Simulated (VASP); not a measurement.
Write the native input for VASP 6.6.1 that does the following.

```
Task                   : single point
Functional             : LDA
Potentials or basis    : VASP PAW LDA potentials, release 64 (W_sv, S)
Cutoff                 : 520 eV
k mesh                 : 9 × 9 × 9
Occupations            : fermi-dirac, width 0.05 eV
Spin                   : no spin polarisation
Hubbard terms          : W d U = 8.0 eV
Dipole correction      : no
Further INCAR settings : ALGO = Normal; EDIFF = 1e-06; NBANDS = 17
```

The structure of WS lies in POSCAR:

```
WS
1.0
    3.0078900000      0.0000000000      0.0000000000
    0.0000000000      3.0078900000      0.0000000000
    0.0000000000      0.0000000000      3.0078900000
W S
1 1
Direct
    0.5000000000      0.5000000000      0.5000000000
    0.0000000000      0.0000000000      0.0000000000
```

The input as run:

INCAR

```
SYSTEM = WS
  PREC = Accurate
  ENCUT = 520
  EDIFF = 1E-6
  ISMEAR = -1
  SIGMA = 0.05
  LREAL = .FALSE.
  LASPH = .TRUE.
  NELM = 150
  ALGO = Normal
  ISIF = 2
  LWAVE = .FALSE.
  LCHARG = .FALSE.
  LMAXMIX = 4
  LDAU = .TRUE.
  LDAUTYPE = 2
  LDAUL = 2 -1
  LDAUU = 8 0
  LDAUJ = 0 0
  LDAUPRINT = 1
  GGA = CA
  NBANDS = 17
```

KPOINTS

```
Automatic mesh
0
G
  9 9 9
  0 0 0
```

Potentials or basis: VASP PAW LDA potentials, release 64 (W_sv, S).

Run with:

```bash
$ cat potpaw_LDA.64/W_sv/POTCAR potpaw_LDA.64/S/POTCAR > POTCAR
$ mpirun -np 1 vasp_std > vasp.out
```

It gave:

The pressure is 2.2 GPa. The band gap on the k mesh is zero (band 10 reaches 15.03 eV, above the bottom of band 11 at 12.28 eV).

Caveat: spin-orbit coupling is left out, which moves the levels of the heavy elements; U without spin polarisation on a metal has little footing.

Run time: 8 s on 1 thread of Intel Xeon 6975P-C (shared host), peak memory 0.14 GiB.
